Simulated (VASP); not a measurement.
# ZnSe (F-43m) in VASP: a series of runs

ZnSe is run at these levels: LDA; tasks: single point, relaxation of cell and atoms.

Program: VASP 6.6.1. These are calculated values, not measurements. Logs are shortened: lines on timing, memory, paths and dates and some standing lists are left out, and cuts for length are marked.

**Experimental background.**

From “Alloy Disordering Effects on the Thermal Conductivity and Energy Gap Temperature Dependence of Cd1−xZnxSe Ternary Crystals Grown by the Bridgman Method”, 2023, pmc:10253836, for a bulk crystal of ZnSe at 300 K: band gap 2.695 ± 0.003 eV (an exciton energy, a little under the gap).

The runs below are set against these values where they give the same quantity.

### Step 1. The cell of the first run

The structure is cubic, space group F-43m (No. 216). The conventional cell has a = 5.568 Å, b = 5.568 Å, c = 5.568 Å, α = 90.00°, β = 90.00°, γ = 90.00°. Within 3.2 Å of Zn (site symmetry -43m) lie 4 Se at 2.41 Å. Se (site symmetry -43m) has 4 Zn at 2.41 Å within 3.2 Å.

### Step 2. Single point, LDA

INCAR reads:

```
SYSTEM = ZnSe
PREC     = Accurate       ! precision mode
ENCUT    = 520            ! plane-wave cutoff, eV
EDIFF    = 1E-6           ! SCF threshold, eV
ISMEAR   = 0              ! smearing method
SIGMA    = 0.02           ! smearing width, eV
LREAL    = .FALSE.        ! projectors in reciprocal space
LASPH    = .TRUE.         ! aspherical terms in the spheres
NELM     = 80             ! most SCF steps
ALGO     = Normal         ! electronic algorithm
ISIF     = 2              ! what is computed and relaxed
LWAVE    = .FALSE.        ! write WAVECAR
LCHARG   = .FALSE.        ! write CHGCAR
GGA      = CA             ! functional
NBANDS   = 16             ! bands
```

KPOINTS reads:

```
Automatic mesh
0
G
  8 8 8
  0 0 0
```

POSCAR reads:

```
ZnSe
1.0
    0.0000000000      2.7837680022      2.7837680022
    2.7837680022      0.0000000000      2.7837680022
    2.7837680022      2.7837680022      0.0000000000
Zn Se
1 1
Direct
    0.0000000000      0.0000000000      0.0000000000
    0.7500000000      0.7500000000      0.7500000000
```

Potentials or basis: VASP PAW LDA potentials, release 64 (Zn, Se).

Launch:

```bash
cat potpaw_LDA.64/Zn/POTCAR potpaw_LDA.64/Se/POTCAR > POTCAR
mpirun -np 1 vasp_std > vasp.out
```

OUTCAR:

```text
SYSTEM = ZnSe
   PREC = Accurate
   ENCUT = 520
   EDIFF = 1E-6
   ISMEAR = 0
   LREAL = .FALSE.
   LASPH = .TRUE.
   NELM = 80
   ISIF = 2
   GGA = CA

 ion  position               nearest neighbor table
   1  0.000  0.000  0.000-   2 2.41   2 2.41   2 2.41   2 2.41
   2  0.750  0.750  0.750-   1 2.41   1 2.41   1 2.41   1 2.41

  LATTYP: Found a face centered cubic cell.
 ALAT       =     5.5675360044

  Lattice vectors:

 A1 = (   0.0000000000,   2.7837680022,   2.7837680022)
 A2 = (   2.7837680022,   0.0000000000,   2.7837680022)
 A3 = (   2.7837680022,   2.7837680022,   0.0000000000)

Analysis of symmetry for initial positions (statically):
=====================================================================
 Subroutine PRICEL returns:
 Original cell was already a primitive cell.

 Routine SETGRP: Setting up the symmetry group for a
 face centered cubic supercell.

 Subroutine GETGRP returns: Found 24 space group operations
 (whereof 24 operations were pure point group operations)
 out of a pool of 48 trial point group operations.

The static configuration has the point symmetry T_d .

Analysis of symmetry for dynamics (positions and initial velocities):
=====================================================================
 Subroutine PRICEL returns:
 Original cell was already a primitive cell.

 Routine SETGRP: Setting up the symmetry group for a
 face centered cubic supercell.

 Subroutine GETGRP returns: Found 24 space group operations
 (whereof 24 operations were pure point group operations)
 out of a pool of 48 trial point group operations.

The dynamic configuration has the point symmetry T_d .

 Subroutine INISYM returns: Found 24 space group operations
 (whereof 24 operations are pure point group operations),
 and found     1 'primitive' translations

----------------------------------------------------------------------------------------

                                     Primitive cell

  volume of cell :      43.1449

  direct lattice vectors                    reciprocal lattice vectors
     0.000000000  2.783768002  2.783768002    -0.179612669  0.179612669  0.179612669
     2.783768002  0.000000000  2.783768002     0.179612669 -0.179612669  0.179612669
     2.783768002  2.783768002  0.000000000     0.179612669  0.179612669 -0.179612669

  length of vectors
     3.936842463  3.936842463  3.936842463     0.311098268  0.311098268  0.311098268

  position of ions in fractional coordinates (direct lattice)
     0.000000000  0.000000000  0.000000000
     0.750000000  0.750000000  0.750000000

  ion indices of the primitive-cell ions
   primitive index   ion index
                 1           1
                 2           2

----------------------------------------------------------------------------------------

 KPOINTS: Automatic mesh

Automatic generation of k-mesh.
 Grid dimensions read from file:
 generate k-points for:    8    8    8

 Generating k-lattice:

  Cartesian coordinates                     Fractional coordinates (reciprocal lattice)
    -0.022451584  0.022451584  0.022451584     0.125000000  0.000000000  0.000000000
     0.022451584 -0.022451584  0.022451584     0.000000000  0.125000000  0.000000000
     0.022451584  0.022451584 -0.022451584     0.000000000  0.000000000  0.125000000

  Length of vectors
     0.038887283  0.038887283  0.038887283

  Shift w.r.t. Gamma in fractional coordinates (k-lattice)
     0.000000000  0.000000000  0.000000000

 Subroutine IBZKPT returns following result:
 ===========================================

 Found     29 irreducible k-points:

 Following reciprocal coordinates:
            Coordinates               Weight
  0.000000  0.000000  0.000000      1.000000
  0.125000  0.000000  0.000000      8.000000
  0.250000  0.000000  0.000000      8.000000
  0.375000  0.000000  0.000000      8.000000
  0.500000  0.000000  0.000000      4.000000
  0.125000  0.125000  0.000000      6.000000
[... 16 lines left out ...]
  0.500000  0.250000  0.125000     48.000000
 -0.375000  0.250000  0.125000     24.000000
 [... further k-points ...]
   k-points           NKPTS =     29   k-points in BZ     NKDIM =     29   number of bands    NBANDS=     16
   number of dos      NEDOS =    301   number of ions     NIONS =      2
   total plane-waves  NPLWV =  27000
   dimension x,y,z NGX =    30 NGY =   30 NGZ =   30
   dimension x,y,z NGXF=    60 NGYF=   60 NGZF=   60
   ions per type =               1   1
   NGX,Y,Z   is equivalent  to a cutoff of  12.67, 12.67, 12.67 a.u.
   NGXF,Y,Z  is equivalent  to a cutoff of  25.34, 25.34, 25.34 a.u.
 SYSTEM =  ZnSe
   PREC   = accura    normal or accurate (medium, high low for compatibility)
   ISTART =      0    job   : 0-new  1-cont  2-samecut
   ICHARG =      2    charge: 1-file 2-atom 10-const
   ISPIN  =      1    spin polarized calculation?
   LNONCOLLINEAR =      F non collinear calculations
   LSORBIT =      F    spin-orbit coupling
   LASPH  =      T    aspherical Exc in radial PAW
   ENCUT  =  520.0 eV  38.22 Ry    6.18 a.u.   7.32  7.32  7.32*2*pi/ulx,y,z
   NELM   =     80;   NELMIN=  2; NELMDL= -5     # of ELM steps
   EDIFF  = 0.1E-05   stopping-criterion for ELM
   LREAL  =      F    real-space projection
   EDIFFG = 0.1E-04   stopping-criterion for IOM
   NSW    =      0    number of steps for IOM
   IBRION =     -1    ionic relax: 0-MD 1-quasi-New 2-CG
   NFREE  =      0    steps in history (QN), initial steepest desc. (CG)
   ISIF   =      2    stress and relaxation
   ISYM   =      2    0-nonsym 1-usesym 2-fastsym
   POTIM  = 0.5000    time-step for ionic-motion
   TEBEG  =    0.0;   TEEND  =   0.0 temperature during run
   PSTRESS=    0.0 pullay stress
   NELECT =      18.0000    total number of electrons
   NUPDOWN=      -1.0000    fix difference up-down
   EMIN   =  10.00;   EMAX   =-10.00  energy-range for DOS
   EFERMI =   0.00;   METHOD = LEGACY
   ISMEAR =     0;   SIGMA  =   0.02  broadening in eV -4-tet -1-fermi 0-gaus
   EFERMI_NEDOS =   21; number of points for ismear=-14 and -15
   IALGO  =     38    algorithm
   IMIX   =      4    mixing-type and parameters
     AMIX     =   0.40;   BMIX     =  1.00
     AMIX_MAG =   1.60;   BMIX_MAG =  1.00
  volume/ion in A,a.u.               =      21.57       145.58
  Fermi-wavevector in a.u.,A,eV,Ry     =   1.223271  2.311647 20.359644  1.496392
  Thomas-Fermi vector in A             =   2.358388
   LORBIT       =      0    0 simple, 1 ext, 2 COOP (PROOUT), +10 PAW based schemes
   GGA     = CA    functional components
   LHFCALC =     F    Hartree Fock is set to
   AEXX    =    0.0000 exact exchange contribution
   IVDW    =     0    specifies the selected vdW correction
   LEPSILON=     F    determine dielectric tensor
   LRPA    =     F    only Hartree local field effects (RPA)
 non-spin polarized calculation
 Gauss-broadening in eV      SIGMA  =   0.02
  energy-cutoff  :      520.00
  volume of cell :       43.14
 maximum number of plane-waves:      1211
 NGX is ok and might be reduce to    30
   NGX = 15   NGY = 15   NGZ = 15

 number of electron      17.9999987 magnetization

 Free energy of the ion-electron system (eV)
  ---------------------------------------------------
  ext. energy  EPLUGINS =         0.00000000
  ---------------------------------------------------
  free energy    TOTEN  =        -7.37172254 eV

  energy without entropy =       -7.37172254  energy(sigma->0) =       -7.37172254

 E-fermi :   2.1082     XC(G=0):  -9.9380

 val. band max:        1.9919413038   @ k =   0.0000   0.0000   0.0000
 cond. band min:       3.2816880065   @ k =   0.0000   0.0000   0.0000
 fundamental gap:      1.2897467026
 Fermi energy:         2.1081677611

 k-point     1 :       0.0000    0.0000    0.0000
  band No.  band energies     occupation
      1     -11.6548      2.00000
      2      -4.8938      2.00000
      3      -4.8938      2.00000
      4      -4.8938      2.00000
      5      -4.4852      2.00000
      6      -4.4852      2.00000
[... 8 lines left out ...]
     15      13.5823      0.00000
     16      13.5823      0.00000

 k-point     2 :       0.1250    0.0000    0.0000
  band No.  band energies     occupation
      1     -11.5428      2.00000
      2      -4.8900      2.00000
      3      -4.8762      2.00000
      4      -4.8762      2.00000
      5      -4.4869      2.00000
      6      -4.4869      2.00000
[... 8 lines left out ...]
     15      12.6934      0.00000
     16      12.7383      0.00000

 k-point     3 :       0.2500    0.0000    0.0000
  band No.  band energies     occupation
      1     -11.2502      2.00000
      2      -4.8395      2.00000
      3      -4.8378      2.00000
      4      -4.8378      2.00000
      5      -4.4855      2.00000
      6      -4.4855      2.00000
[... 8 lines left out ...]
     15      12.4422      0.00000
     16      12.5631      0.00000

 k-point     4 :       0.3750    0.0000    0.0000
  band No.  band energies     occupation
      1     -10.9178      2.00000
      2      -4.8074      2.00000
      3      -4.8074      2.00000
      4      -4.6348      2.00000
      5      -4.4734      2.00000
      6      -4.4734      2.00000
[... 8 lines left out ...]
     15      13.6259      0.00000
     16      13.6259      0.00000
[... 324 lines left out ...]
 k-point    22 :       0.3750    0.2500    0.1250
  band No.  band energies     occupation
      1     -11.0202      2.00000
      2      -4.8606      2.00000
      3      -4.7826      2.00000
      4      -4.7561      2.00000
      5      -4.5029      2.00000
      6      -4.4572      2.00000
[... 8 lines left out ...]
     15      14.3640      0.00000
     16      15.5428      0.00000

 k-point    23 :       0.5000    0.2500    0.1250
  band No.  band energies     occupation
      1     -10.7416      2.00000
      2      -4.7948      2.00000
      3      -4.7565      2.00000
      4      -4.6228      2.00000
      5      -4.4726      2.00000
      6      -4.4160      2.00000
[... 8 lines left out ...]
     15      14.6822      0.00000
     16      15.7686      0.00000

 k-point    24 :      -0.3750    0.2500    0.1250
  band No.  band energies     occupation
      1     -10.6168      2.00000
      2      -4.7848      2.00000
      3      -4.7396      2.00000
      4      -4.5261      2.00000
      5      -4.4781      2.00000
      6      -4.2461      2.00000
[... 8 lines left out ...]
     15      14.7903      0.00000
     16      15.6712      0.00000

 [... further k-points ...]
[... 5 lines left out ...]
  --------------------------------------------------------------------------------------
  -------------------------------------------------------------------------------------
  Total        0.0990710      0.0990710      0.0990710      0.0000000     -0.0000000      0.0000000
  in kB        3.6789865      3.6789865      3.6789865      0.0000000     -0.0000000      0.0000000
  external PRESSURE =       3.6789865 kB  Pullay stress =       0.0000000 kB

 VOLUME and BASIS-vectors are now :
 -----------------------------------------------------------------------------
  energy-cutoff  :      520.00
  volume of cell :       43.14
      direct lattice vectors                 reciprocal lattice vectors
     0.000000000  2.783768002  2.783768002    -0.179612669  0.179612669  0.179612669
     2.783768002  0.000000000  2.783768002     0.179612669 -0.179612669  0.179612669
     2.783768002  2.783768002  0.000000000     0.179612669  0.179612669 -0.179612669

 POSITION                                       TOTAL-FORCE (eV/Angst)
 -----------------------------------------------------------------------------------
      0.00000      0.00000      0.00000        -0.000000     -0.000000     -0.000000
      4.17565      4.17565      4.17565         0.000000      0.000000      0.000000
 -----------------------------------------------------------------------------------
    total drift:                                0.000000      0.000000     -0.000000

  FREE ENERGIE OF THE ION-ELECTRON SYSTEM (eV)
  ---------------------------------------------------
  free  energy   TOTEN  =        -7.3717225356 eV

  energy  without entropy=       -7.3717225356  energy(sigma->0) =       -7.37172254
```

Wall time 26 s (1 thread of AMD EPYC 7R43 (Zen 3), shared host); peak memory 0.12 GiB.

What came out:

* Free energy: -7.3717 eV
* Pressure: 0.4 GPa
* Band gap on the k mesh: 1.29 eV, direct

(Part 1 of 2 ends here.)
